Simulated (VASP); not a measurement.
# W (Im-3m) in VASP: single point with PBE

Aim: the single point of W with PBE.

Everything below comes from runs of VASP 6.6.1. Logs are shortened: lines on timing, memory, paths and dates and some standing lists are left out, and cuts for length are marked.

### 1 The cell of the first run

Symmetry: Im-3m, No. 229, cubic system. Conventional cell: a = 3.165 Å, b = 3.165 Å, c = 3.165 Å, α = 90.00°, β = 90.00°, γ = 90.00°. Within 3.6 Å of W (site symmetry m-3m) lie 14 W at 2.74 to 3.17 Å.

### 2 Single point, PBE

Contents of INCAR:

```
  PREC = Accurate
  ENCUT = 500
  EDIFF = 1E-6
  ISMEAR = -1
  SIGMA = 0.1
  LREAL = F
  LASPH = T
  NELM = 120
  ALGO = Normal
  ISIF = 2
  LWAVE = F
  LCHARG = F
  GGA = PE
  NBANDS = 21
  GGA_COMPAT = F
```

Contents of KPOINTS:

```
regular mesh
0
Gamma
  8 8 8
```

Contents of POSCAR:

```
W
1.0
    3.1650000000      0.0000000000      0.0000000000
    0.0000000000      3.1650000000      0.0000000000
    0.0000000000      0.0000000000      3.1650000000
W
2
Direct
    0.0000000000      0.0000000000      0.0000000000
    0.5000000000      0.5000000000      0.5000000000
```

Potentials or basis: VASP PAW PBE potentials, release 64 (W_sv).

The run is started by

```
> cat potpaw_PBE.64/W_sv/POTCAR > POTCAR
> mpirun -np 1 vasp_std > vasp.out
```

OUTCAR:

```text
PREC = Accurate
   ENCUT = 500
   EDIFF = 1E-6
   ISMEAR = -1
   LREAL = F
   LASPH = T
   NELM = 120
   ISIF = 2
   GGA = PE

 ion  position               nearest neighbor table
   1  0.000  0.000  0.000-   2 2.74   2 2.74   2 2.74   2 2.74   2 2.74   2 2.74   2 2.74   2 2.74

   2  0.500  0.500  0.500-   1 2.74   1 2.74   1 2.74   1 2.74   1 2.74   1 2.74   1 2.74   1 2.74

  LATTYP: Found a simple cubic cell.
 ALAT       =     3.1650000000

  Lattice vectors:

 A1 = (   3.1650000000,   0.0000000000,   0.0000000000)
 A2 = (   0.0000000000,   3.1650000000,   0.0000000000)
 A3 = (   0.0000000000,   0.0000000000,   3.1650000000)

Analysis of symmetry for initial positions (statically):
=====================================================================
 Subroutine PRICEL returns following result:

  LATTYP: Found a body centered cubic cell.
 ALAT       =     3.1650000000

  Lattice vectors:

 A1 = (   1.5825000000,   1.5825000000,  -1.5825000000)
 A2 = (  -1.5825000000,   1.5825000000,   1.5825000000)
 A3 = (   1.5825000000,  -1.5825000000,   1.5825000000)

   2 primitive cells build up your supercell.

 Routine SETGRP: Setting up the symmetry group for a
 simple cubic supercell.

 Subroutine GETGRP returns: Found 48 space group operations
 (whereof 48 operations were pure point group operations)
 out of a pool of 48 trial point group operations.

The static configuration has the point symmetry O_h .

Analysis of symmetry for dynamics (positions and initial velocities):
=====================================================================
 Subroutine PRICEL returns following result:

  LATTYP: Found a body centered cubic cell.
 ALAT       =     3.1650000000

  Lattice vectors:

 A1 = (   1.5825000000,   1.5825000000,  -1.5825000000)
 A2 = (  -1.5825000000,   1.5825000000,   1.5825000000)
 A3 = (   1.5825000000,  -1.5825000000,   1.5825000000)

   2 primitive cells build up your supercell.

 Routine SETGRP: Setting up the symmetry group for a
 simple cubic supercell.

 Subroutine GETGRP returns: Found 48 space group operations
 (whereof 48 operations were pure point group operations)
 out of a pool of 48 trial point group operations.

The dynamic configuration has the point symmetry O_h .

 Subroutine INISYM returns: Found 48 space group operations
 (whereof 48 operations are pure point group operations),
 and found     2 'primitive' translations

----------------------------------------------------------------------------------------

                                     Primitive cell

  volume of cell :      15.8523

  direct lattice vectors                    reciprocal lattice vectors
     1.582500000  1.582500000 -1.582500000     0.315955766  0.315955766  0.000000000
    -1.582500000  1.582500000  1.582500000    -0.000000000  0.315955766  0.315955766
     1.582500000 -1.582500000  1.582500000     0.315955766  0.000000000  0.315955766

  length of vectors
     2.740970403  2.740970403  2.740970403     0.446828930  0.446828930  0.446828930

  position of ions in fractional coordinates (direct lattice)
     0.000000000  0.000000000  0.000000000

  ion indices of the primitive-cell ions
   primitive index   ion index
                 1           1

----------------------------------------------------------------------------------------

 KPOINTS: regular mesh

Automatic generation of k-mesh.
 Grid dimensions read from file:
 generate k-points for:    8    8    8

 Generating k-lattice:

  Cartesian coordinates                     Fractional coordinates (reciprocal lattice)
     0.039494471  0.000000000  0.000000000     0.125000000  0.000000000  0.000000000
     0.000000000  0.039494471  0.000000000     0.000000000  0.125000000  0.000000000
     0.000000000  0.000000000  0.039494471     0.000000000  0.000000000  0.125000000

  Length of vectors
     0.039494471  0.039494471  0.039494471

  Shift w.r.t. Gamma in fractional coordinates (k-lattice)
     0.000000000  0.000000000  0.000000000

 Subroutine IBZKPT returns following result:
 ===========================================

 Found     35 irreducible k-points:

 Following reciprocal coordinates:
            Coordinates               Weight
  0.000000  0.000000  0.000000      1.000000
  0.125000  0.000000  0.000000      6.000000
  0.250000  0.000000  0.000000      6.000000
  0.375000  0.000000  0.000000      6.000000
  0.500000  0.000000  0.000000      3.000000
  0.125000  0.125000  0.000000     12.000000
[... 16 lines left out ...]
  0.375000  0.375000  0.125000     24.000000
  0.500000  0.375000  0.125000     24.000000
 [... further k-points ...]
   k-points           NKPTS =     35   k-points in BZ     NKDIM =     35   number of bands    NBANDS=     21
   number of dos      NEDOS =    301   number of ions     NIONS =      2
   total plane-waves  NPLWV =  13824
   dimension x,y,z NGX =    24 NGY =   24 NGZ =   24
   dimension x,y,z NGXF=    48 NGYF=   48 NGZF=   48
   ions per type =               2
   NGX,Y,Z   is equivalent  to a cutoff of  12.61, 12.61, 12.61 a.u.
   NGXF,Y,Z  is equivalent  to a cutoff of  25.21, 25.21, 25.21 a.u.
 SYSTEM =  unknown system
   PREC   = accura    normal or accurate (medium, high low for compatibility)
   ISTART =      0    job   : 0-new  1-cont  2-samecut
   ICHARG =      2    charge: 1-file 2-atom 10-const
   ISPIN  =      1    spin polarized calculation?
   LNONCOLLINEAR =      F non collinear calculations
   LSORBIT =      F    spin-orbit coupling
   LASPH  =      T    aspherical Exc in radial PAW
   ENCUT  =  500.0 eV  36.75 Ry    6.06 a.u.   5.77  5.77  5.77*2*pi/ulx,y,z
   NELM   =    120;   NELMIN=  2; NELMDL= -5     # of ELM steps
   EDIFF  = 0.1E-05   stopping-criterion for ELM
   LREAL  =      F    real-space projection
   EDIFFG = 0.1E-04   stopping-criterion for IOM
   NSW    =      0    number of steps for IOM
   IBRION =     -1    ionic relax: 0-MD 1-quasi-New 2-CG
   NFREE  =      0    steps in history (QN), initial steepest desc. (CG)
   ISIF   =      2    stress and relaxation
   ISYM   =      2    0-nonsym 1-usesym 2-fastsym
   POTIM  = 0.5000    time-step for ionic-motion
   TEBEG  =    0.0;   TEEND  =   0.0 temperature during run
   PSTRESS=    0.0 pullay stress
   NELECT =      28.0000    total number of electrons
   NUPDOWN=      -1.0000    fix difference up-down
   EMIN   =  10.00;   EMAX   =-10.00  energy-range for DOS
   EFERMI =   0.00;   METHOD = LEGACY
   ISMEAR =    -1;   SIGMA  =   0.10  broadening in eV -4-tet -1-fermi 0-gaus
   EFERMI_NEDOS =   21; number of points for ismear=-14 and -15
   IALGO  =     38    algorithm
   IMIX   =      4    mixing-type and parameters
     AMIX     =   0.40;   BMIX     =  1.00
     AMIX_MAG =   1.60;   BMIX_MAG =  1.00
  volume/ion in A,a.u.               =      15.85       106.98
  Fermi-wavevector in a.u.,A,eV,Ry     =   1.570678  2.968151 33.565967  2.467029
  Thomas-Fermi vector in A             =   2.672375
   LORBIT       =      0    0 simple, 1 ext, 2 COOP (PROOUT), +10 PAW based schemes
   GGA     = PE    functional components
   LHFCALC =     F    Hartree Fock is set to
   AEXX    =    0.0000 exact exchange contribution
   IVDW    =     0    specifies the selected vdW correction
   LEPSILON=     F    determine dielectric tensor
   LRPA    =     F    only Hartree local field effects (RPA)
 non-spin polarized calculation
  energy-cutoff  :      500.00
  volume of cell :       31.70
 maximum number of plane-waves:       840
 NGX is ok and might be reduce to    24
   NGX = 11   NGY = 11   NGZ = 11

 number of electron      27.9999999 magnetization

 Free energy of the ion-electron system (eV)
  ---------------------------------------------------
  ext. energy  EPLUGINS =         0.00000000
  ---------------------------------------------------
  free energy    TOTEN  =       -25.91539220 eV

  energy without entropy =      -25.88029213  energy(sigma->0) =      -25.89784216

 E-fermi :  11.4859     XC(G=0): -13.6410

 val. band max:       11.4808220500   @ k =   0.5000   0.1250   0.0000
 cond. band min:      11.5085068970   @ k =   0.1250   0.1250   0.1250
 fundamental gap:      0.0276848471
 Fermi energy:        11.4859373128

 k-point     1 :       0.0000    0.0000    0.0000
  band No.  band energies     occupation
      1     -62.7418      2.00000
      2     -62.5080      2.00000
      3     -27.2053      2.00000
      4     -27.2053      2.00000
      5     -27.2053      2.00000
      6     -26.3037      2.00000
[... 13 lines left out ...]
     20      19.6889      0.00000
     21      19.6889      0.00000

 k-point     2 :       0.1250    0.0000    0.0000
  band No.  band energies     occupation
      1     -62.7319      2.00000
      2     -62.5156      2.00000
      3     -27.2055      2.00000
      4     -27.1701      2.00000
      5     -27.1701      2.00000
      6     -26.3758      2.00000
[... 13 lines left out ...]
     20      18.5302      0.00000
     21      21.4793      0.00000

 k-point     3 :       0.2500    0.0000    0.0000
  band No.  band energies     occupation
      1     -62.7037      2.00000
      2     -62.5380      2.00000
      3     -27.1916      2.00000
      4     -27.0702      2.00000
      5     -27.0702      2.00000
      6     -26.5624      2.00000
[... 13 lines left out ...]
     20      16.5035      0.00000
     21      24.5540      0.00000
[... 457 lines left out ...]
 k-point    23 :       0.3750    0.3750    0.1250
  band No.  band energies     occupation
      1     -62.6248      2.00000
      2     -62.5931      2.00000
      3     -27.4899      2.00000
      4     -27.3974      2.00000
      5     -26.8667      2.00000
      6     -26.6810      2.00000
[... 13 lines left out ...]
     20      18.9141      0.00000
     21      21.5382      0.00000

 k-point    24 :       0.5000    0.3750    0.1250
  band No.  band energies     occupation
      1     -62.6076      2.00000
      2     -62.6076      2.00000
      3     -27.4930      2.00000
      4     -27.4930      2.00000
      5     -26.7669      2.00000
      6     -26.7669      2.00000
[... 13 lines left out ...]
     20      17.9483      0.00000
     21      22.3505      0.00000

 [... further k-points ...]

------------------------ aborting loop because EDIFF is reached ----------------------------------------

  FORCE on cell =-STRESS in cart. coord.  units (eV):
  Direction    XX          YY          ZZ          XY          YZ          ZX
  --------------------------------------------------------------------------------------
  -------------------------------------------------------------------------------------
  Total        1.2341598      1.2341598      1.2341598      0.0000000      0.0000000      0.0000000
  in kB       62.3678596     62.3678596     62.3678596      0.0000000      0.0000000      0.0000000
  external PRESSURE =      62.3678596 kB  Pullay stress =       0.0000000 kB

 VOLUME and BASIS-vectors are now :
 -----------------------------------------------------------------------------
  energy-cutoff  :      500.00
  volume of cell :       31.70
      direct lattice vectors                 reciprocal lattice vectors
     3.165000000  0.000000000  0.000000000     0.315955766  0.000000000  0.000000000
     0.000000000  3.165000000  0.000000000     0.000000000  0.315955766  0.000000000
     0.000000000  0.000000000  3.165000000     0.000000000  0.000000000  0.315955766

 POSITION                                       TOTAL-FORCE (eV/Angst)
 -----------------------------------------------------------------------------------
      0.00000      0.00000      0.00000         0.000000      0.000000      0.000000
      1.58250      1.58250      1.58250        -0.000000     -0.000000     -0.000000
 -----------------------------------------------------------------------------------
    total drift:                                0.000000      0.000000     -0.000000

  FREE ENERGIE OF THE ION-ELECTRON SYSTEM (eV)
  ---------------------------------------------------
  free  energy   TOTEN  =       -25.9153922038 eV

  energy  without entropy=      -25.8802921258  energy(sigma->0) =      -25.89784216
```

Wall time 11 s (1 thread of Intel Xeon 6975P-C (Granite Rapids), shared host); peak memory 0.14 GiB.

What came out:

```yaml
Free_energy: -25.9154 eV
Pressure: 6.2 GPa
Band_gap_on_the_k_mesh: zero (bands 14 and 15 overlap by 1.21 eV)
```

Levels at points of the mesh, in eV from the Fermi level:
```csv
k point,band 11,band 12,band 13,band 14,band 15,band 16,band 17,band 18
"(0.00, 0.00, 0.00)",-5.88,-1.27,-1.27,-1.27,2.22,2.22,5.12,5.12
"(0.50, 0.00, 0.00)",-2.86,-2.86,-0.58,-0.58,-0.58,-0.58,1.32,1.32
"(0.50, 0.50, 0.00)",-3.61,-3.61,0.63,0.63,2.11,2.11,3.09,3.09
"(0.50, 0.50, 0.50)",-3.01,-3.01,-3.01,-3.01,3.26,3.26,3.26,3.26
```

Caveat: the cell stands under pressure; spin-orbit coupling is left out, which moves the levels of the heavy elements.
